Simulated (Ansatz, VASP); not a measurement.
## One calculation of Sc, two programs

```
CELL_PARAMETERS angstrom
3.25290 0.00000 0.00000
-1.62645 2.81710 0.00000
0.00000 0.00000 5.18390
ATOMIC_POSITIONS crystal
Sc 0.33333 0.66667 0.25000
Sc 0.66667 0.33333 0.75000
```

Alike in both runs: task single point; functional PBE; k mesh 8 × 8 × 5; no spin polarisation.

|  | VASP | Ansatz |
| --- | --- | --- |
| version | VASP 6.6.1 | Ansatz 0.2.0 |
| potentials or method | VASP PAW PBE potentials, release 64 (Sc_sv), cutoff 520 eV | plane waves, PAW |
| occupations | methfessel-paxton of order 1, width 0.1 eV | cold |
| valence electrons in the cell | 22 | 22 |

Ansatz gave:

| Item | Value |
| --- | --- |
| pressure (GPa) | 2.3 |
| traceless stress, the component that is largest in VASP (GPa) | -0.92 |

**Question.** What did VASP give for the same quantities?

**Answer.** Pressure (GPa): 2.3; traceless stress, the component that is largest in VASP (GPa): -0.85.
